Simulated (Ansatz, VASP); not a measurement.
CdSe in VASP and in Ansatz

Contents of INCAR:

```
SYSTEM = CdSe
ALGO = Normal ; EDIFF = 1E-6
ENCUT = 500 ; GGA = PS
GGA_COMPAT = .False. ; ISIF = 2
ISMEAR = -1 ; LASPH = .True.
LCHARG = .True. ; LELF = .True.
LREAL = .False. ; LVHAR = .True.
LWAVE = .False. ; NBANDS = 16
NELM = 120 ; PREC = Accurate
SIGMA = 0.2
```

Contents of KPOINTS:

```
k-points
0
Gamma
  6 6 6
  0 0 0
```

File POSCAR:

```
CdSe
1.0
    3.5331017334      0.0000000000      0.0000000000
    0.0000000000      3.5331017334      0.0000000000
    0.0000000000      0.0000000000      3.5331017334
Cd Se
1 1
Direct
    0.0000000000      0.0000000000      0.0000000000
    0.5000000000      0.5000000000      0.5000000000
```

Input for Ansatz:

```yaml
crystal:
  lattice:
    - [3.5331017334, 0.0, 0.0]
    - [0.0, 3.5331017334, 0.0]
    - [0.0, 0.0, 3.5331017334]
  atoms:
    - { symbol: Cd, position: [0.0, 0.0, 0.0] }
    - { symbol: Se, position: [0.5, 0.5, 0.5] }
kpoints:
  mp_grid: { grid: [6, 6, 6] }
hamiltonian:
  xc: pbesol
scf:
  occupations: { method: fermi_dirac, width: 0.2 }
  n_extra_bands: 4
output:
  forces: true
  stress: true
  eigenvalues: true
```

Alike in both runs: task single point; functional PBEsol; k mesh 6 × 6 × 6; occupations fermi-dirac, width 0.2 eV; no spin polarisation.

```csv
,VASP,Ansatz
version,VASP 6.6.1,Ansatz 0.2.0
potentials or method,"VASP PAW PBE potentials, release 64 (Cd, Se)",plane waves
plane-wave cutoff (eV),500,420
valence electrons in the cell,18,36
```

|  | VASP | Ansatz | Ansatz less VASP |
| --- | --- | --- | --- |
| pressure (GPa) | -2.2 | -2.5 | -0.31 |

VASP's potentials were made for PBE, not for PBEsol. The functional is the same, so the differences come from potentials, cutoffs and numerics. VASP's potentials hold 18 valence electrons a cell and Ansatz's 36, so a difference there can come from the potentials and not from the codes.
